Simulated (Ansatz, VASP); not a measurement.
**Two plane-wave programs on Ag**

INCAR

```
SYSTEM = Ag
PREC = Accurate
ENCUT = 520
EDIFF = 1E-6
ISMEAR = 0
SIGMA = 0.1
LREAL = .False.
LASPH = .True.
NELM = 100
ALGO = Fast
ISIF = 2
LWAVE = .False.
LCHARG = .False.
LDIPOL = .True.
IDIPOL = 3
DIPOL = 0.5 0.5 0.500
GGA = PS
NBANDS = 54
```

The input KPOINTS:

```
regular mesh
0
Gamma
  12 12 1
  0 0 0
```

Contents of POSCAR:

```
Ag
1.0
    2.8709531701      0.0000000000      0.0000000000
   -1.4354765850      2.4863183784      0.0000000000
    0.0000000000      0.0000000000     31.3416030314
Ag
8
Direct
    0.3333333333      0.6666666667      0.2392985449
    0.0000000000      0.0000000000      0.3137846749
    0.6666666667      0.3333333333      0.3882708050
    0.0000000000      0.0000000000      0.4627569350
    0.3333333333      0.6666666667      0.5372430650
    0.0000000000      0.0000000000      0.6117291950
    0.6666666667      0.3333333333      0.6862153251
    0.0000000000      0.0000000000      0.7607014551
```

Input for Ansatz:

```yaml
crystal:
  lattice:
    - [2.8709531701, 0.0, 0.0]
    - [-1.435476585, 2.4863183784, 0.0]
    - [0.0, 0.0, 31.3416030314]
  atoms:
    - { symbol: Ag, position: [0.3333333333, 0.6666666667, 0.2392985449] }
    - { symbol: Ag, position: [0.0, 0.0, 0.3137846749] }
    - { symbol: Ag, position: [0.6666666667, 0.3333333333, 0.388270805] }
    - { symbol: Ag, position: [0.0, 0.0, 0.462756935] }
    - { symbol: Ag, position: [0.3333333333, 0.6666666667, 0.537243065] }
    - { symbol: Ag, position: [0.0, 0.0, 0.611729195] }
    - { symbol: Ag, position: [0.6666666667, 0.3333333333, 0.6862153251] }
    - { symbol: Ag, position: [0.0, 0.0, 0.7607014551] }
basis:
  ecutwfc: 420
kpoints:
  mp_grid: { grid: [12, 12, 1] }
hamiltonian:
  xc: pbesol
scf:
  occupations: { method: gaussian, width: 0.1 }
output:
  forces: true
  stress: true
  eigenvalues: true
  write_density: true
  write_potential: true
  elf: true
  volumetric_format: npy
efield:
  axis: 3
  dipole_correction: true
  ramp_width: 0.04
```

Alike in both runs: task single point; functional PBEsol; k mesh 12 × 12 × 1; occupations gaussian, width 0.1 eV; no spin polarisation.

```csv
,VASP,Ansatz
version,VASP 6.6.1,Ansatz 0.2.0
potentials or method,"VASP PAW PBE potentials, release 64 (Ag), cutoff 520 eV","scalar-relativistic, plane waves, PAW"
valence electrons in the cell,88,152
```

|  | VASP | Ansatz | Ansatz less VASP |
| --- | --- | --- | --- |
| gap on the k mesh at the Fermi level (eV) | none | none | - |
| rms of the force components (eV/Å) | 0.021 | 0.020 | -0.0007 |

VASP's potentials were made for PBE, not for PBEsol. Atom by atom the forces differ by 0.002 eV/Å (rms over components). A gap of «none» marks a metal or a gap that the smearing closes. VASP's potentials hold 88 valence electrons a cell and Ansatz's 152, so a difference there can come from the potentials and not from the codes. Ansatz's warnings: xc potential rough in thin density.
